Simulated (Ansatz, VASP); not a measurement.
Two plane-wave programs on TiAl

The input POSCAR:

```
TiAl
1.0
    3.1790640000      0.0119214900      0.0000000000
    0.0119214900      3.1790640000      0.0000000000
    0.0000000000      0.0000000000      3.1790640000
Ti Al
1 1
Direct
    0.0000000000      0.0000000000      0.0000000000
    0.5000000000      0.5000000000      0.5000000000
```

INCAR.step1

```
SYSTEM = TiAl
ALGO = Normal
EDIFF = 1E-4
ENCUT = 520
GGA = PE
ISMEAR = 0
LASPH = .True.
LCHARG = .False.
LREAL = .False.
LWAVE = .True.
NBANDS = 14
NELM = 60
PREC = Accurate
SIGMA = 0.15
```

File INCAR.step2:

```
SYSTEM = TiAl
ALGO = Normal
EDIFF = 1E-6
ENCUT = 520
ISIF = 2
ISMEAR = 0
ISTART = 1
LASPH = .True.
LCHARG = .False.
LMIXTAU = .True.
LREAL = .False.
LWAVE = .False.
METAGGA = R2SCAN
NBANDS = 14
NELM = 60
PREC = Accurate
SIGMA = 0.15
```

KPOINTS

```
k-points
0
Gamma
  16 16 16
  0 0 0
```

Input for Ansatz:

```yaml
crystal:
  lattice:
    - [3.179064, 0.01192149, 0.0]
    - [0.01192149, 3.179064, 0.0]
    - [0.0, 0.0, 3.179064]
  atoms:
    - { symbol: Ti, position: [0.0, 0.0, 0.0] }
    - { symbol: Al, position: [0.5, 0.5, 0.5] }
basis:
  ecutwfc: 500
kpoints:
  mp_grid: { grid: [16, 16, 16] }
hamiltonian:
  xc: r2scan
scf:
  occupations: { method: gaussian, width: 0.15 }
output:
  forces: true
  stress: true
  eigenvalues: true
```

Change from the starting cell: strain +0.0075 x Voigt [0, 0, 0, 0, 0, 1], atoms carried along.

Alike in both runs: task single point; functional r2SCAN; k mesh 16 × 16 × 16; occupations gaussian, width 0.15 eV; no spin polarisation.

|  | VASP | Ansatz |
| --- | --- | --- |
| version | VASP 6.6.1 | Ansatz 0.2.0 |
| potentials or method | VASP PAW PBE potentials, release 64 (Ti_sv, Al), cutoff 520 eV | scalar-relativistic, plane waves, PAW |
| valence electrons in the cell | 15 | 15 |

|  | VASP | Ansatz | Ansatz less VASP |
| --- | --- | --- | --- |
| gap on the k mesh at the Fermi level (eV) | none | none | - |
| pressure (GPa) | -0.7 | -0.8 | -0.07 |
| traceless stress, the component that is largest in VASP (GPa) | -0.58 | -0.58 | -0.003 |

VASP's potentials were made for PBE, not for r2SCAN. A gap of «none» marks a metal or a gap that the smearing closes. With one functional, cell and mesh, what is left measures potentials, basis and numerics.
